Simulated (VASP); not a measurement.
# TaRu (P4/mmm) in VASP: relaxation of cell and atoms with LDA

Aim: the relaxation of cell and atoms of TaRu with LDA.

All numbers are computed with VASP 6.6.1; they aren't measurements. Logs are shortened: lines on timing, memory, paths and dates and some standing lists are left out, and cuts for length are marked.

**1. The cell of the first run**

The structure is tetragonal, space group P4/mmm (No. 123). Conventional cell: a = 3.056 Å, b = 3.056 Å, c = 3.423 Å, α = 90.00°, β = 90.00°, γ = 90.00°. Ta (site symmetry 4/mmm) has 8 Ru at 2.76 Å and 6 Ta at 3.06 to 3.42 Å within 3.6 Å. Within 3.6 Å of Ru (site symmetry 4/mmm) lie 8 Ta at 2.76 Å and 6 Ru at 3.06 to 3.42 Å.

**2. Relaxation of cell and atoms, LDA**

File INCAR:

```
SYSTEM = TaRu
ALGO = Normal
EDIFF = 1E-7
EDIFFG = -0.005
ENCUT = 600
GGA = CA
GGA_COMPAT = .False.
IBRION = 2
ISIF = 3
ISMEAR = 0
LASPH = .True.
LCHARG = .False.
LREAL = .False.
LWAVE = .False.
NELM = 120
NELMIN = 4
NSW = 70
PREC = Accurate
SIGMA = 0.1
```

File KPOINTS:

```
k-points
0
Gamma
  14 14 12
  0 0 0
```

File POSCAR:

```
TaRu
1.0
    3.0563393351      0.0000000000      0.0000000000
    0.0000000000      3.0563393351      0.0000000000
    0.0000000000      0.0000000000      3.4225963278
Ta Ru
1 1
Direct
    0.5000000000      0.5000000000      0.5000000000
    0.0000000000      0.0000000000      0.0000000000
```

Potentials or basis: VASP PAW LDA potentials, release 64 (Ta_sv_GW, Ru_sv).

Command:

```
cat potpaw_LDA.64/Ta_sv_GW/POTCAR potpaw_LDA.64/Ru_sv/POTCAR > POTCAR
mpirun -np 1 vasp_std > vasp.out
```

OUTCAR:

```text
SYSTEM = TaRu
   EDIFF = 1E-7
   EDIFFG = -0.005
   ENCUT = 600
   GGA = CA
   IBRION = 2
   ISIF = 3
   ISMEAR = 0
   LASPH = .True.
   LREAL = .False.
   NELM = 120
   NELMIN = 4
   NSW = 70
   PREC = Accurate

 ion  position               nearest neighbor table
   1  0.500  0.500  0.500-   2 2.76   2 2.76   2 2.76   2 2.76   2 2.76   2 2.76   2 2.76   2 2.76

   2  0.000  0.000  0.000-   1 2.76   1 2.76   1 2.76   1 2.76   1 2.76   1 2.76   1 2.76   1 2.76

  LATTYP: Found a simple tetragonal cell.
 ALAT       =     3.0563393351
 C/A-ratio  =     1.1198351860

  Lattice vectors:

 A1 = (   3.0563393351,   0.0000000000,   0.0000000000)
 A2 = (   0.0000000000,   3.0563393351,   0.0000000000)
 A3 = (   0.0000000000,   0.0000000000,   3.4225963278)

Analysis of symmetry for initial positions (statically):
=====================================================================
 Subroutine PRICEL returns:
 Original cell was already a primitive cell.

 Routine SETGRP: Setting up the symmetry group for a
 simple tetragonal supercell.

 Subroutine GETGRP returns: Found 16 space group operations
 (whereof 16 operations were pure point group operations)
 out of a pool of 16 trial point group operations.

The static configuration has the point symmetry D_4h.

Analysis of symmetry for dynamics (positions and initial velocities):
=====================================================================
 Subroutine PRICEL returns:
 Original cell was already a primitive cell.

 Routine SETGRP: Setting up the symmetry group for a
 simple tetragonal supercell.

 Subroutine GETGRP returns: Found 16 space group operations
 (whereof 16 operations were pure point group operations)
 out of a pool of 16 trial point group operations.

The dynamic configuration has the point symmetry D_4h.

 Subroutine INISYM returns: Found 16 space group operations
 (whereof 16 operations are pure point group operations),
 and found     1 'primitive' translations

----------------------------------------------------------------------------------------

                                     Primitive cell

  volume of cell :      31.9712

  direct lattice vectors                    reciprocal lattice vectors
     3.056339335  0.000000000  0.000000000     0.327188800  0.000000000  0.000000000
     0.000000000  3.056339335  0.000000000     0.000000000  0.327188800  0.000000000
     0.000000000  0.000000000  3.422596328     0.000000000  0.000000000  0.292175853

  length of vectors
     3.056339335  3.056339335  3.422596328     0.327188800  0.327188800  0.292175853

  position of ions in fractional coordinates (direct lattice)
     0.500000000  0.500000000  0.500000000
     0.000000000  0.000000000  0.000000000

  ion indices of the primitive-cell ions
   primitive index   ion index
                 1           1
                 2           2

----------------------------------------------------------------------------------------

 KPOINTS: k-points

Automatic generation of k-mesh.
 Grid dimensions read from file:
 generate k-points for:   14   14   12

 Generating k-lattice:

  Cartesian coordinates                     Fractional coordinates (reciprocal lattice)
     0.023370629  0.000000000  0.000000000     0.071428571  0.000000000  0.000000000
     0.000000000  0.023370629  0.000000000     0.000000000  0.071428571  0.000000000
     0.000000000  0.000000000  0.024347988     0.000000000  0.000000000  0.083333333

  Length of vectors
     0.023370629  0.023370629  0.024347988

  Shift w.r.t. Gamma in fractional coordinates (k-lattice)
     0.000000000  0.000000000  0.000000000

 Subroutine IBZKPT returns following result:
 ===========================================

 Found    252 irreducible k-points:

 Following reciprocal coordinates:
            Coordinates               Weight
  0.000000  0.000000  0.000000      1.000000
  0.071429  0.000000  0.000000      4.000000
  0.142857  0.000000  0.000000      4.000000
  0.214286  0.000000  0.000000      4.000000
  0.285714  0.000000  0.000000      4.000000
  0.357143  0.000000  0.000000      4.000000
[... 16 lines left out ...]
  0.285714  0.214286  0.000000      8.000000
  0.357143  0.214286  0.000000      8.000000
 [... further k-points ...]
   k-points           NKPTS =    252   k-points in BZ     NKDIM =    252   number of bands    NBANDS=     18
   number of dos      NEDOS =    301   number of ions     NIONS =      2
   total plane-waves  NPLWV =  16128
   dimension x,y,z NGX =    24 NGY =   24 NGZ =   28
   dimension x,y,z NGXF=    48 NGYF=   48 NGZF=   56
   ions per type =               1   1
   NGX,Y,Z   is equivalent  to a cutoff of  13.05, 13.05, 13.60 a.u.
   NGXF,Y,Z  is equivalent  to a cutoff of  26.11, 26.11, 27.20 a.u.
 SYSTEM =  TaRu
   PREC   = accura    normal or accurate (medium, high low for compatibility)
   ISTART =      0    job   : 0-new  1-cont  2-samecut
   ICHARG =      2    charge: 1-file 2-atom 10-const
   ISPIN  =      1    spin polarized calculation?
   LNONCOLLINEAR =      F non collinear calculations
   LSORBIT =      F    spin-orbit coupling
   LASPH  =      T    aspherical Exc in radial PAW
   ENCUT  =  600.0 eV  44.10 Ry    6.64 a.u.   6.10  6.10  6.84*2*pi/ulx,y,z
   NELM   =    120;   NELMIN=  4; NELMDL= -5     # of ELM steps
   EDIFF  = 0.1E-06   stopping-criterion for ELM
   LREAL  =      F    real-space projection
   EDIFFG = -.5E-02   stopping-criterion for IOM
   NSW    =     70    number of steps for IOM
   IBRION =      2    ionic relax: 0-MD 1-quasi-New 2-CG
   NFREE  =      1    steps in history (QN), initial steepest desc. (CG)
   ISIF   =      3    stress and relaxation
   ISYM   =      2    0-nonsym 1-usesym 2-fastsym
   POTIM  = 0.5000    time-step for ionic-motion
   TEBEG  =    0.0;   TEEND  =   0.0 temperature during run
   PSTRESS=    0.0 pullay stress
   NELECT =      29.0000    total number of electrons
   NUPDOWN=      -1.0000    fix difference up-down
   EMIN   =  10.00;   EMAX   =-10.00  energy-range for DOS
   EFERMI =   0.00;   METHOD = LEGACY
   ISMEAR =     0;   SIGMA  =   0.10  broadening in eV -4-tet -1-fermi 0-gaus
   EFERMI_NEDOS =   21; number of points for ismear=-14 and -15
   IALGO  =     38    algorithm
   IMIX   =      4    mixing-type and parameters
     AMIX     =   0.40;   BMIX     =  1.00
     AMIX_MAG =   1.60;   BMIX_MAG =  1.00
  volume/ion in A,a.u.               =      15.99       107.88
  Fermi-wavevector in a.u.,A,eV,Ry     =   1.584727  2.994700 34.169138  2.511361
  Thomas-Fermi vector in A             =   2.684301
   LORBIT       =      0    0 simple, 1 ext, 2 COOP (PROOUT), +10 PAW based schemes
   GGA     = CA    functional components
   LHFCALC =     F    Hartree Fock is set to
   AEXX    =    0.0000 exact exchange contribution
   IVDW    =     0    specifies the selected vdW correction
   LEPSILON=     F    determine dielectric tensor
   LRPA    =     F    only Hartree local field effects (RPA)
 conjugate gradient relaxation of ions
 non-spin polarized calculation
 Gauss-broadening in eV      SIGMA  =   0.10
  energy-cutoff  :      600.00
  volume of cell :       31.97
 maximum number of plane-waves:      1086
   NGX = 13   NGY = 13   NGZ = 13

--------------------------------------- Ionic step        1  -------------------------------------------

 number of electron      29.0000001 magnetization

 Free energy of the ion-electron system (eV)
  ---------------------------------------------------
  ext. energy  EPLUGINS =         0.00000000
  ---------------------------------------------------
  free energy    TOTEN  =       -26.51341509 eV

  energy without entropy =      -26.50514424  energy(sigma->0) =      -26.50927967

------------------------ aborting loop because EDIFF is reached ----------------------------------------

  FORCE on cell =-STRESS in cart. coord.  units (eV):
  Direction    XX          YY          ZZ          XY          YZ          ZX
  --------------------------------------------------------------------------------------
  -------------------------------------------------------------------------------------
  Total       -2.6384875     -2.6384875     -2.5513028      0.0000000      0.0000000      0.0000000
  in kB     -132.2229377   -132.2229377   -127.8538377      0.0000000      0.0000000      0.0000000
  external PRESSURE =    -130.7665710 kB  Pullay stress =       0.0000000 kB
[... 237 lines left out ...]
  energy  without entropy=      -26.5735476959  energy(sigma->0) =      -26.57715193

--------------------------------------- Ionic step        8  -------------------------------------------

 number of electron      29.0000004 magnetization

 Free energy of the ion-electron system (eV)
  ---------------------------------------------------
  ext. energy  EPLUGINS =         0.00000000
  ---------------------------------------------------
  free energy    TOTEN  =       -26.58076211 eV

  energy without entropy =      -26.57356188  energy(sigma->0) =      -26.57716199

 E-fermi :  13.5456     XC(G=0): -14.0385

 val. band max:       13.5405052967   @ k =   0.2143   0.0000   0.2500
 cond. band min:      13.5533998681   @ k =   0.1429   0.1429   0.4167
 fundamental gap:      0.0128945714
 Fermi energy:        13.5455661913

 k-point     1 :       0.0000    0.0000    0.0000
  band No.  band energies     occupation
      1     -58.9748      2.00000
      2     -54.4071      2.00000
      3     -29.2198      2.00000
      4     -29.1479      2.00000
      5     -29.1479      2.00000
      6     -21.0243      2.00000
[... 10 lines left out ...]
     17      18.1115      0.00000
     18      18.2575      0.00000
[... 466 lines left out ...]
      2     -54.3783      2.00000
      3     -29.2968      2.00000
      4     -29.2081      2.00000
      5     -29.1790      2.00000
      6     -21.2806      2.00000
[... 10 lines left out ...]
     17      15.0538      0.00000
     18      15.7631      0.00000

 [... further k-points ...]

------------------------ aborting loop because EDIFF is reached ----------------------------------------

  FORCE on cell =-STRESS in cart. coord.  units (eV):
  Direction    XX          YY          ZZ          XY          YZ          ZX
  --------------------------------------------------------------------------------------
  -------------------------------------------------------------------------------------
  Total       -0.0013300     -0.0013300      0.0005692      0.0000000      0.0000000      0.0000000
  in kB       -0.0701086     -0.0701086      0.0300043      0.0000000      0.0000000      0.0000000
  external PRESSURE =      -0.0367377 kB  Pullay stress =       0.0000000 kB
[... 17 lines left out ...]
  FREE ENERGIE OF THE ION-ELECTRON SYSTEM (eV)
  ---------------------------------------------------
  free  energy   TOTEN  =       -26.5807621121 eV

  energy  without entropy=      -26.5735618754  energy(sigma->0) =      -26.57716199

 reached required accuracy - stopping structural energy minimisation
```

Run time: 10 min. Hardware: 1 thread of Intel Xeon 6975P-C (Granite Rapids), shared host; peak memory 0.33 GiB.

Results:

- Free energy: -26.5808 eV
- Relaxed volume: 15.20 Å³/atom
- Relaxed cell: a = 3.004 Å, b = 3.004 Å, c = 3.369 Å, α = 90.00°, β = 90.00°, γ = 90.00°
- Space group after relaxing (to 0.1 Å): P4/mmm (No. 123)
- Energy gained by relaxing: 33.7 meV/atom
- Ionic steps: 8
- Pressure after relaxing: 0.0 GPa
- Band gap on the k mesh: zero (an odd number of electrons rules out a gap without spin polarisation)

The path:
```
step  energy change (eV)  largest force (eV/Å)  pressure (GPa)  volume (Å³)
   1              0.0000                0.0000          -13.08        31.97
   2              0.5704                0.0000           56.61        26.31
   3             -0.0671                0.0000           -0.88        30.49
   4             -0.0673                0.0000           -0.15        30.41
   5             -0.0673                0.0000            0.15        30.38
   6             -0.0673                0.0000           -0.33        30.43
   7             -0.0673                0.0000           -0.04        30.40
   8             -0.0673                0.0000            0.00        30.39
```

Final structure:
```xyz
2
Lattice="3.0038 0.0000 0.0000 0.0000 3.0038 0.0000 0.0000 0.0000 3.3687" Properties=species:S:1:pos:R:3 pbc="T T T"
Ta    1.5019    1.5019    1.6844
Ru    0.0000    0.0000    0.0000
```

Caveat: spin-orbit coupling is left out, which moves the levels of the heavy elements.
